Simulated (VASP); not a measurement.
Wanted: the native input for a VASP 6.6.1 run.

| Quantity | Value |
| --- | --- |
| Task | single point |
| Functional | BLYP |
| Potentials or basis | VASP PAW PBE potentials, release 64 (H, Pb_d, N, O) |
| Cutoff | 520 eV |
| k mesh | 4 × 5 × 3 |
| Occupations | fermi-dirac, width 0.05 eV |
| Spin | no spin polarisation |
| Dipole correction | no |
| Further INCAR settings | ALGO = Normal; EDIFF = 1e-06; NBANDS = 57 |

The structure of HPbNO4 lies in POSCAR:

```
HPbNO4
1.0
    6.5323387045      0.0000000000     -0.0179612977
    0.0000000000      4.2478631765      0.0000000000
   -3.2288480640      0.0000000000      7.8170227918
H Pb N O
2 2 2 8
Direct
    0.2864282799      0.1090897953      0.5050997036
    0.7135717201      0.6090897953      0.4949002964
    0.9825149565      0.6215828175      0.2937762897
    0.0174850435      0.1215828175      0.7062237103
    0.5965537372      0.3548180952      0.7987744739
    0.4034462628      0.8548180952      0.2012255261
    0.1233793518      0.1056700896      0.4525679098
    0.4206920063      0.4466644334      0.8126435356
    0.7843452622      0.4429605949      0.9030033212
    0.5862075110      0.1686891741      0.6750654392
    0.8766206482      0.6056700896      0.5474320902
    0.5793079937      0.9466644334      0.1873564644
    0.2156547378      0.9429605949      0.0969966788
    0.4137924890      0.6686891741      0.3249345608
```

The input as run:

INCAR

```
SYSTEM = HPbNO4
PREC = Accurate
ENCUT = 520
EDIFF = 1E-6
ISMEAR = -1
SIGMA = 0.05
LREAL = .False.
LASPH = .True.
NELM = 80
ALGO = Normal
ISIF = 2
LWAVE = .False.
LCHARG = .False.
GGA = B5
ALDAX = 1.0
AGGAX = 1.0
AGGAC = 1.0
ALDAC = 0.0
NBANDS = 57
```

KPOINTS

```
regular mesh
0
Gamma
  4 5 3
  0 0 0
```

Potentials or basis: VASP PAW PBE potentials, release 64 (H, Pb_d, N, O).

The run is started by

```console
$ cat potpaw_PBE.64/H/POTCAR potpaw_PBE.64/Pb_d/POTCAR potpaw_PBE.64/N/POTCAR potpaw_PBE.64/O/POTCAR > POTCAR
$ mpirun -np 1 vasp_std > vasp.out
```

It gave:

```
Pressure               : 0.9 GPa
Largest force          : 0.535 eV/Å
Band gap on the k mesh : 3.26 eV (least direct gap 3.33 eV)
```

Caveat: the PAW data sets were made with another functional, which shifts forces and pressure a little; spin-orbit coupling is left out, which moves the levels of the heavy elements.

Run time: 9.1 min on 1 thread of AMD EPYC 7R13, on a shared host, peak memory 0.41 GiB.
